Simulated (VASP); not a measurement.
Runs of VASP 6.6.1 on CdSe. The structure is that of space group F-43m (No. 216), or close to it. The cells are those of the table. 

```tsv
cell	gap on the mesh (eV)	pressure (GPa)
a = 4.293 Å, angles 60.0°, 2 atoms	(b)	2.0
a = 4.342 Å, angles 60.0°, 2 atoms	(a)	0.1
a = 4.380 Å, angles 60.0°, 2 atoms	0.96	-1.2
a = 4.477 Å, angles 60.0°, 2 atoms	0.81	-3.8
a = 4.249 Å, angles 60.0°, 2 atoms	1.17	4.0
```

Alike in all rows: task single point; level r2SCAN; potentials or basis VASP PAW PBE potentials, release 64 (Cd, Se); no spin polarisation; k mesh 8 × 8 × 8; cutoff (eV) 520; smearing gaussian 0.02 eV.

Task: Estimate the missing entries.

Result: (a) 1.02; (b) 1.10.

Caveats: the PAW data sets were made with another functional, which shifts forces and pressure a little.

A k mesh can miss the band edges, and the runs leave out spin-orbit coupling on Cd, Se.
